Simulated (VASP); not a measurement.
Here is a VASP 6.6.1 calculation.

INCAR

```
SYSTEM = Ru
  PREC = Accurate
  ENCUT = 560
  EDIFF = 1E-6
  ISMEAR = 0
  SIGMA = 0.1
  LREAL = .FALSE.
  LASPH = .TRUE.
  NELM = 120
  ALGO = Normal
  ISIF = 2
  LWAVE = .FALSE.
  LCHARG = .FALSE.
  GGA = CA
  NBANDS = 23
  GGA_COMPAT = .FALSE.
```

Contents of KPOINTS:

```
regular mesh
0
G
  13 13 8
  0 0 0
```

Contents of POSCAR:

```
Ru
1.0
    2.6775346364      0.0000000000      0.0000000000
   -1.3387673182      2.3188130146      0.0000000000
    0.0000000000      0.0000000000      4.2181251212
Ru
2
Direct
    0.3333333333      0.6666666667      0.2500000000
    0.6666666667      0.3333333333      0.7500000000
```

Potentials or basis: VASP PAW LDA potentials, release 64 (Ru_sv).

Command:

```bash
$ cat potpaw_LDA.64/Ru_sv/POTCAR > POTCAR
$ mpirun -np 1 vasp_std > vasp.out
```

Question: Estimate the pressure.

Answer: 0.4 GPa.

Question: What does it give for the band gap on the k mesh?

Answer: Zero (bands 16 and 17 overlap by 3.28 eV).

Stress tensor (GPa, compression positive):
```
 0.53  0.00  0.00
 0.00  0.53  0.00
 0.00  0.00 -0.01
```
